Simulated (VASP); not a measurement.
# Ge (Fd-3m) in VASP: further runs

Aim: see how the results for Ge move with the level of theory and the settings. Levels: r2SCAN, RPBE. Tasks: single point.

All numbers are computed with VASP 6.6.1; they aren't measurements. Logs are shortened: lines on timing, memory, paths and dates and some standing lists are left out, and cuts for length are marked.

**Experimental background.**

From “Electronic and optical properties of SixGe1-x-ySny alloys lattice-matched to Ge”, 2021, arxiv:2109.02782, for a bulk crystal of Ge: band gap 0.666 eV (indirect) at 293 K; band gap 0.807 eV (direct) at 300 K.

How close the calculation comes is told below.

## 1. The cell of the first run

The structure is cubic, space group Fd-3m (No. 227). The conventional cell has a = 5.658 Å, b = 5.658 Å, c = 5.658 Å, α = 90.00°, β = 90.00°, γ = 90.00°. Within 3.2 Å of Ge (site symmetry -43m) lie 4 Ge at 2.45 Å.

## 2. Single point, r2SCAN

Input file POSCAR:

```
Ge
1.0
    0.0000000000      2.8287700000      2.8287700000
    2.8287700000      0.0000000000      2.8287700000
    2.8287700000      2.8287700000      0.0000000000
Ge
2
Direct
    0.5000000000      0.5000000000      0.5000000000
    0.7500000000      0.7500000000      0.7500000000
```

Input file INCAR.step1:

```
SYSTEM = Ge
ALGO = Normal ; EDIFF = 1E-4
ENCUT = 520 ; GGA = PE
ISMEAR = 0 ; LASPH = .True.
LCHARG = .False. ; LREAL = .False.
LWAVE = .True. ; NBANDS = 21
NELM = 80 ; PREC = Accurate
SIGMA = 0.1
```

Input file INCAR.step2:

```
SYSTEM = Ge
ALGO = Normal ; EDIFF = 1E-7
ENCUT = 520 ; ISIF = 2
ISMEAR = 0 ; ISTART = 1
LASPH = .True. ; LCHARG = .False.
LMIXTAU = .True. ; LREAL = .False.
LWAVE = .False. ; METAGGA = R2SCAN
NBANDS = 21 ; NELM = 80
PREC = Accurate ; SIGMA = 0.1
```

Input file KPOINTS:

```
k-points
0
Gamma
  6 6 6
  0 0 0
```

Potentials or basis: VASP PAW PBE potentials, release 64 (Ge_d).

Started as:

```
$ cat potpaw_PBE.64/Ge_d/POTCAR > POTCAR
$ cp INCAR.step1 INCAR
$ mpirun -np 1 vasp_std > vasp.out
$ cp INCAR.step2 INCAR
$ mpirun -np 1 vasp_std > vasp.out
```

OUTCAR:

```text
SYSTEM = Ge
   EDIFF = 1E-7
   ENCUT = 520
   ISIF = 2
   ISMEAR = 0
   ISTART = 1
   LASPH = .True.
   LREAL = .False.
   METAGGA = R2SCAN
   NELM = 80
   PREC = Accurate

 ion  position               nearest neighbor table
   1  0.500  0.500  0.500-   2 2.45   2 2.45   2 2.45   2 2.45
   2  0.750  0.750  0.750-   1 2.45   1 2.45   1 2.45   1 2.45

  LATTYP: Found a face centered cubic cell.
 ALAT       =     5.6575400000

  Lattice vectors:

 A1 = (   0.0000000000,   2.8287700000,   2.8287700000)
 A2 = (   2.8287700000,   0.0000000000,   2.8287700000)
 A3 = (   2.8287700000,   2.8287700000,   0.0000000000)

Analysis of symmetry for initial positions (statically):
=====================================================================
 Subroutine PRICEL returns:
 Original cell was already a primitive cell.

 Routine SETGRP: Setting up the symmetry group for a
 face centered cubic supercell.

 Subroutine GETGRP returns: Found 48 space group operations
 (whereof 24 operations were pure point group operations)
 out of a pool of 48 trial point group operations.

The static configuration has the point symmetry T_d .
 The point group associated with its full space group is O_h .

Analysis of symmetry for dynamics (positions and initial velocities):
=====================================================================
 Subroutine PRICEL returns:
 Original cell was already a primitive cell.

 Routine SETGRP: Setting up the symmetry group for a
 face centered cubic supercell.

 Subroutine GETGRP returns: Found 48 space group operations
 (whereof 24 operations were pure point group operations)
 out of a pool of 48 trial point group operations.

The dynamic configuration has the point symmetry T_d .
 The point group associated with its full space group is O_h .

 Subroutine INISYM returns: Found 48 space group operations
 (whereof 24 operations are pure point group operations),
 and found     1 'primitive' translations

----------------------------------------------------------------------------------------

                                     Primitive cell

  volume of cell :      45.2713

  direct lattice vectors                    reciprocal lattice vectors
     0.000000000  2.828770000  2.828770000    -0.176755268  0.176755268  0.176755268
     2.828770000  0.000000000  2.828770000     0.176755268 -0.176755268  0.176755268
     2.828770000  2.828770000  0.000000000     0.176755268  0.176755268 -0.176755268

  length of vectors
     4.000484899  4.000484899  4.000484899     0.306149105  0.306149105  0.306149105

  position of ions in fractional coordinates (direct lattice)
     0.500000000  0.500000000  0.500000000
     0.750000000  0.750000000  0.750000000

  ion indices of the primitive-cell ions
   primitive index   ion index
                 1           1
                 2           2

----------------------------------------------------------------------------------------

 KPOINTS: k-points

Automatic generation of k-mesh.
 Grid dimensions read from file:
 generate k-points for:    6    6    6

 Generating k-lattice:

  Cartesian coordinates                     Fractional coordinates (reciprocal lattice)
    -0.029459211  0.029459211  0.029459211     0.166666667  0.000000000  0.000000000
     0.029459211 -0.029459211  0.029459211     0.000000000  0.166666667  0.000000000
     0.029459211  0.029459211 -0.029459211     0.000000000  0.000000000  0.166666667

  Length of vectors
     0.051024851  0.051024851  0.051024851

  Shift w.r.t. Gamma in fractional coordinates (k-lattice)
     0.000000000  0.000000000  0.000000000

 Subroutine IBZKPT returns following result:
 ===========================================

 Found     16 irreducible k-points:

 Following reciprocal coordinates:
            Coordinates               Weight
  0.000000  0.000000  0.000000      1.000000
  0.166667  0.000000  0.000000      8.000000
  0.333333  0.000000  0.000000      8.000000
  0.500000  0.000000  0.000000      4.000000
  0.166667  0.166667  0.000000      6.000000
  0.333333  0.166667  0.000000     24.000000
[... 8 lines left out ...]
 -0.333333  0.333333  0.166667     24.000000
 -0.333333  0.500000  0.166667     12.000000
   k-points           NKPTS =     16   k-points in BZ     NKDIM =     16   number of bands    NBANDS=     21
   number of dos      NEDOS =    301   number of ions     NIONS =      2
   total plane-waves  NPLWV =  27000
   dimension x,y,z NGX =    30 NGY =   30 NGZ =   30
   dimension x,y,z NGXF=    60 NGYF=   60 NGZF=   60
   ions per type =               2
   NGX,Y,Z   is equivalent  to a cutoff of  12.47, 12.47, 12.47 a.u.
   NGXF,Y,Z  is equivalent  to a cutoff of  24.93, 24.93, 24.93 a.u.
 SYSTEM =  Ge
   PREC   = accura    normal or accurate (medium, high low for compatibility)
   ISTART =      1    job   : 0-new  1-cont  2-samecut
   ICHARG =      0    charge: 1-file 2-atom 10-const
   ISPIN  =      1    spin polarized calculation?
   LNONCOLLINEAR =      F non collinear calculations
   LSORBIT =      F    spin-orbit coupling
   LASPH  =      T    aspherical Exc in radial PAW
   ENCUT  =  520.0 eV  38.22 Ry    6.18 a.u.   7.44  7.44  7.44*2*pi/ulx,y,z
   NELM   =     80;   NELMIN=  2; NELMDL=  0     # of ELM steps
   EDIFF  = 0.1E-06   stopping-criterion for ELM
   LREAL  =      F    real-space projection
   EDIFFG = 0.1E-05   stopping-criterion for IOM
   NSW    =      0    number of steps for IOM
   IBRION =     -1    ionic relax: 0-MD 1-quasi-New 2-CG
   NFREE  =      0    steps in history (QN), initial steepest desc. (CG)
   ISIF   =      2    stress and relaxation
   ISYM   =      2    0-nonsym 1-usesym 2-fastsym
   POTIM  = 0.5000    time-step for ionic-motion
   TEBEG  =    0.0;   TEEND  =   0.0 temperature during run
   PSTRESS=    0.0 pullay stress
   NELECT =      28.0000    total number of electrons
   NUPDOWN=      -1.0000    fix difference up-down
   EMIN   =  10.00;   EMAX   =-10.00  energy-range for DOS
   EFERMI =   0.00;   METHOD = LEGACY
   ISMEAR =     0;   SIGMA  =   0.10  broadening in eV -4-tet -1-fermi 0-gaus
   EFERMI_NEDOS =   21; number of points for ismear=-14 and -15
   IALGO  =     38    algorithm
   IMIX   =      4    mixing-type and parameters
     AMIX     =   0.40;   BMIX     =  1.00
     AMIX_MAG =   1.60;   BMIX_MAG =  1.00
  volume/ion in A,a.u.               =      22.64       152.75
  Fermi-wavevector in a.u.,A,eV,Ry     =   1.394825  2.635838 26.470653  1.945538
  Thomas-Fermi vector in A             =   2.518337
   LORBIT       =      0    0 simple, 1 ext, 2 COOP (PROOUT), +10 PAW based schemes
   METAGGA = R2SCAN    functional components
   LHFCALC =     F    Hartree Fock is set to
   AEXX    =    0.0000 exact exchange contribution
   IVDW    =     0    specifies the selected vdW correction
   LEPSILON=     F    determine dielectric tensor
   LRPA    =     F    only Hartree local field effects (RPA)
 non-spin polarized calculation
 Gauss-broadening in eV      SIGMA  =   0.10
  energy-cutoff  :      520.00
  volume of cell :       45.27
 maximum number of plane-waves:      1243
 NGX is ok and might be reduce to    30
   NGX = 15   NGY = 15   NGZ = 15

 number of electron      28.0000022 magnetization

 Free energy of the ion-electron system (eV)
  ---------------------------------------------------
  ext. energy  EPLUGINS =         0.00000000
  ---------------------------------------------------
  free energy    TOTEN  =       -27.70434203 eV

  energy without entropy =      -27.70432251  energy(sigma->0) =      -27.70433227

 E-fermi :   5.0196     XC(G=0): -10.8154

 val. band max:        4.8100457398   @ k =   0.0000   0.0000   0.0000
 cond. band min:       5.2168559931   @ k =   0.0000   0.0000   0.0000
 fundamental gap:      0.4068102533
 Fermi energy:         5.0195671106

 k-point     1 :       0.0000    0.0000    0.0000
  band No.  band energies     occupation
      1     -20.6846      2.00000
      2     -20.6846      2.00000
      3     -20.6845      2.00000
      4     -20.6453      2.00000
      5     -20.6453      2.00000
      6     -20.4276      2.00000
[... 13 lines left out ...]
     20      14.7411      0.00000
     21      14.7411      0.00000

 k-point     2 :       0.1667    0.0000    0.0000
  band No.  band energies     occupation
      1     -20.6969      2.00000
      2     -20.6969      2.00000
      3     -20.6801      2.00000
      4     -20.6269      2.00000
      5     -20.6269      2.00000
      6     -20.4426      2.00000
[... 13 lines left out ...]
     20      13.6289      0.00000
     21      13.6289      0.00000

 k-point     3 :       0.3333    0.0000    0.0000
  band No.  band energies     occupation
      1     -20.7075      2.00000
      2     -20.7075      2.00000
      3     -20.6711      2.00000
      4     -20.6068      2.00000
      5     -20.6068      2.00000
      6     -20.4559      2.00000
[... 13 lines left out ...]
     20      14.2914      0.00000
     21      14.2914      0.00000

 k-point     4 :       0.5000    0.0000    0.0000
  band No.  band energies     occupation
      1     -20.7099      2.00000
      2     -20.7099      2.00000
      3     -20.6664      2.00000
      4     -20.6012      2.00000
      5     -20.6012      2.00000
      6     -20.4584      2.00000
[... 13 lines left out ...]
     20      16.6887      0.00000
     21      16.7065      0.00000

 k-point     5 :       0.1667    0.1667    0.0000
  band No.  band energies     occupation
      1     -20.6944      2.00000
      2     -20.6944      2.00000
      3     -20.6940      2.00000
      4     -20.6286      2.00000
      5     -20.6060      2.00000
      6     -20.4792      2.00000
[... 13 lines left out ...]
     20      13.8534      0.00000
     21      15.2380      0.00000
[... 190 lines left out ...]
     20      17.1568      0.00000
     21      18.3235      0.00000

 k-point    14 :       0.5000    0.3333    0.1667
  band No.  band energies     occupation
      1     -20.7254      2.00000
      2     -20.7224      2.00000
      3     -20.6439      2.00000
      4     -20.5851      2.00000
      5     -20.5493      2.00000
      6     -20.5341      2.00000
[... 13 lines left out ...]
     20      15.3413      0.00000
     21      17.9324      0.00000

 k-point    15 :      -0.3333    0.3333    0.1667
  band No.  band energies     occupation
      1     -20.7360      2.00000
      2     -20.7252      2.00000
      3     -20.6209      2.00000
      4     -20.5664      2.00000
      5     -20.5426      2.00000
      6     -20.5358      2.00000
[... 13 lines left out ...]
     20      17.2937      0.00000
     21      17.4142      0.00000

 k-point    16 :      -0.3333    0.5000    0.1667
  band No.  band energies     occupation
      1     -20.7311      2.00000
      2     -20.7311      2.00000
      3     -20.5995      2.00000
      4     -20.5995      2.00000
      5     -20.5277      2.00000
      6     -20.5277      2.00000
[... 13 lines left out ...]
     20      16.4994      0.00000
     21      18.4888      0.00000

------------------------ aborting loop because EDIFF is reached ----------------------------------------

  FORCE on cell =-STRESS in cart. coord.  units (eV):
  Direction    XX          YY          ZZ          XY          YZ          ZX
  --------------------------------------------------------------------------------------
  -------------------------------------------------------------------------------------
  Total        0.1680754      0.1680754      0.1680754      0.0000000      0.0000000      0.0000000
  in kB        5.9482875      5.9482875      5.9482875      0.0000000      0.0000000      0.0000000
  external PRESSURE =       5.9482875 kB  Pullay stress =       0.0000000 kB

 VOLUME and BASIS-vectors are now :
 -----------------------------------------------------------------------------
  energy-cutoff  :      520.00
  volume of cell :       45.27
      direct lattice vectors                 reciprocal lattice vectors
     0.000000000  2.828770000  2.828770000    -0.176755268  0.176755268  0.176755268
     2.828770000  0.000000000  2.828770000     0.176755268 -0.176755268  0.176755268
     2.828770000  2.828770000  0.000000000     0.176755268  0.176755268 -0.176755268

 POSITION                                       TOTAL-FORCE (eV/Angst)
 -----------------------------------------------------------------------------------
      2.82877      2.82877      2.82877         0.000000      0.000000      0.000000
      4.24315      4.24315      4.24315        -0.000000     -0.000000     -0.000000
 -----------------------------------------------------------------------------------
    total drift:                                0.000000     -0.000000     -0.000000

  FREE ENERGIE OF THE ION-ELECTRON SYSTEM (eV)
  ---------------------------------------------------
  free  energy   TOTEN  =       -27.7043420305 eV

  energy  without entropy=      -27.7043225096  energy(sigma->0) =      -27.70433227
```

Wall time 39 s (1 thread of AMD EPYC 9R45 (Zen 5), shared host); peak memory 0.13 GiB.

Results:

- Free energy: -27.7043 eV
- Pressure: 0.6 GPa
- Band gap on the k mesh: 0.41 eV, direct

Levels at points of the mesh, in eV from the valence-band top:
```
           k point  band 10  band 11  band 12  band 13  band 14  band 15  band 16  band 17  band 18  band 19
(0.00, 0.00, 0.00)   -25.22   -13.30     0.00     0.00     0.00     0.41     2.71     2.71     2.71     7.06
(0.50, 0.00, 0.00)   -25.19   -11.11    -7.87    -1.49    -1.49     0.44     4.00     4.00     7.65    11.21
(0.50, 0.50, 0.00)   -25.18    -9.22    -9.22    -3.23    -3.23     0.97     0.97    10.11    10.11    12.35
```

Caveat: the PAW data sets were made with another functional, which shifts forces and pressure a little.

(Continued in part 2 of 2.)
